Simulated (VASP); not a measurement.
Write the native input for VASP 6.6.1 that does the following.

```yaml
Task: single point
Functional: PBE
Potentials_or_basis: VASP PAW PBE potentials, release 64 (Ca_sv, Se)
Cutoff: 520 eV
k_mesh: 1 × 1 × 1, shifted
Occupations: gaussian, width 0.1 eV
Spin: no spin polarisation
Dipole_correction: no
Further_INCAR_settings: LREAL = Auto; ALGO = Normal; EDIFF = 1e-06; NBANDS = 78; ISYM = 0
```

The structure of CaSe lies in POSCAR:

```
CaSe
1.0
    5.9312209449      0.0662342264      0.0707329948
   -0.0310855428      8.4280790485     -0.0502234776
   -0.0355580593     -0.0495509252      8.4253929266
Ca Se
8 8
Direct
    0.9312026625     -0.0461928331      0.3171855830
   -0.0687038453      0.9538086112      0.8171573080
    0.4308581137      0.2038116515      0.5671831196
    0.4311492307      0.7038418974      0.0671585886
    0.4312761433      0.2038195021      0.0671713402
    0.9311188782      0.4538130611      0.8171580880
   -0.0688338735      0.4537873012      0.3171333061
    0.4313194324      0.7038112798      0.5671552725
    0.9311577244      0.7037764917      0.5671722361
    0.4313137576      0.9538131620      0.8172218124
    0.9311650441      0.7038436533      0.0672160671
    0.4309801027      0.4538102653      0.8171997573
    0.9311241355      0.2037610063      0.0671693336
    0.4312285865      0.4538082405      0.3172234522
    0.4310745953      0.9538293128      0.3172026631
   -0.0690503285      0.2038052351      0.5671819708
```

These files were run (other wordings do the same):

INCAR

```
SYSTEM = CaSe
PREC     = Accurate       ! precision mode
ENCUT    = 520            ! plane-wave cutoff, eV
EDIFF    = 1E-6           ! SCF threshold, eV
ISMEAR   = 0              ! smearing method
SIGMA    = 0.1            ! smearing width, eV
LREAL    = Auto         
LASPH    = .True.         ! aspherical terms in the spheres
NELM     = 80             ! most SCF steps
ALGO     = Normal         ! electronic algorithm
ISIF     = 2              ! what is computed and relaxed
LWAVE    = .False.        ! write WAVECAR
LCHARG   = .True.         ! write CHGCAR
GGA      = PE             ! functional
LELF     = .True.         ! ELF
LVHAR    = .True.       
ISYM     = 0            
NBANDS   = 78             ! bands
```

KPOINTS

```
Automatic mesh
0
Gamma
  1 1 1
  0.25 0.25 0.25
```

Potentials or basis: VASP PAW PBE potentials, release 64 (Ca_sv, Se).

Launch:

```sh
$ cat potpaw_PBE.64/Ca_sv/POTCAR potpaw_PBE.64/Se/POTCAR > POTCAR
$ mpirun -np 1 vasp_std > vasp.out
```

Results of the run:

The pressure is 0.2 GPa and the largest force is 0.008 eV/Å.

Caveat: the k points lie up to 1.06 Å⁻¹ apart, too coarse for converged energies, forces and pressures.

It took 38 s on 1 thread of Intel(R) Xeon(R) 6975P-C (Granite Rapids), on a shared host, peak memory 0.45 GiB.
